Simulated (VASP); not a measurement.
W2N: relaxation of cell and atoms with PBEsol

Crystal: W2N.

```
W N
1.0
     2.83521    0.00000    0.00000
    -1.41760    2.45536    0.00000
     0.00000    0.00000   17.65666
W N
6 3
Direct
  0.00000 0.00000 0.07569
  0.00000 0.00000 0.92431
  0.33333 0.66667 0.26203
  0.66667 0.33333 0.73797
  0.33333 0.66667 0.41720
  0.66667 0.33333 0.58280
  0.00000 0.00000 0.50000
  0.33333 0.66667 0.15033
  0.66667 0.33333 0.84967
```

* Program: VASP 6.6.1
* Task: relaxation of cell and atoms
* Functional: PBEsol
* Potentials or basis: VASP PAW PBE potentials, release 64 (W_sv, N)
* Cutoff: 600 eV
* k mesh: 12 × 12 × 1
* Occupations: gaussian, width 0.1 eV
* Spin: no spin polarisation
* Dipole correction: no
* Further INCAR settings: ALGO = Normal; EDIFF = 1e-06; IBRION = 2; EDIFFG = -0.05; NSW = 100; ISIF = 3

- Relaxed volume: 13.23 Å³/atom
- Relaxed cell: a = 2.806 Å, b = 2.806 Å, c = 17.468 Å, α = 90.00°, β = 90.00°, γ = 120.00°
- Space group after relaxing (to 0.05 Å): P-3m1 (No. 164)
- Energy gained by relaxing: 12.7 meV/atom
- Ionic steps: 8
- Pressure after relaxing: -0.3 GPa
- Largest force after relaxing: 0.030 eV/Å

Forces on the atoms (eV/Å):
```
W    0.000  0.000  0.029
W    0.000  0.000 -0.029
W    0.000  0.000  0.016
W    0.000  0.000 -0.016
W    0.000  0.000  0.030
W    0.000  0.000 -0.030
N    0.000  0.000  0.000
N    0.000  0.000  0.028
N    0.000  0.000 -0.028
```

Stress tensor (GPa, compression positive):
```
-0.23  0.00  0.00
 0.00 -0.23  0.00
 0.00  0.00 -0.41
```

Step by step:
```tsv
step	energy change (eV)	largest force (eV/Å)	pressure (GPa)	volume (Å³)
1	0.0000	0.2289	-9.12	122.92
2	0.7861	1.5390	31.26	109.60
3	-0.1113	0.2038	-0.42	119.30
4	-0.1114	0.2119	-0.15	119.19
5	-0.1114	0.2178	0.04	119.12
6	-0.1139	0.1365	0.22	118.86
7	-0.1142	0.0576	0.17	118.93
8	-0.1146	0.0301	-0.29	119.10
```

Final structure:
```
W N
1.0
     2.80590    0.00000    0.00000
    -1.40295    2.42998    0.00000
     0.00000    0.00000   17.46767
W N
6 3
Direct
  0.00000 0.00000 0.07564
  0.00000 0.00000 0.92436
  0.33333 0.66667 0.26254
  0.66667 0.33333 0.73746
  0.33333 0.66667 0.41711
  0.66667 0.33333 0.58289
  0.00000 0.00000 0.50000
  0.33333 0.66667 0.15033
  0.66667 0.33333 0.84967
```

Levels at points of the mesh, in eV from the Fermi level:
| k point | band 48 | band 49 | band 50 | band 51 | band 52 | band 53 |
| --- | --- | --- | --- | --- | --- | --- |
| (0.00, 0.00, 0.00) | -0.40 | -0.40 | -0.33 | -0.33 | 0.43 | 0.43 |
| (0.50, 0.00, 0.00) | 0.58 | 0.72 | 0.93 | 1.09 | 1.11 | 2.47 |

Wall time 14 min on 1 thread of Intel(R) Xeon(R) Platinum 8559C (Emerald Rapids) (shared host), peak memory 0.36 GiB.

Caveat: the PAW data sets were made with another functional, which shifts forces and pressure a little; spin-orbit coupling is left out, which moves the levels of the heavy elements; the relaxation stopped at a loose force limit of 0.05 eV/Å, so its end isn't a converged minimum.
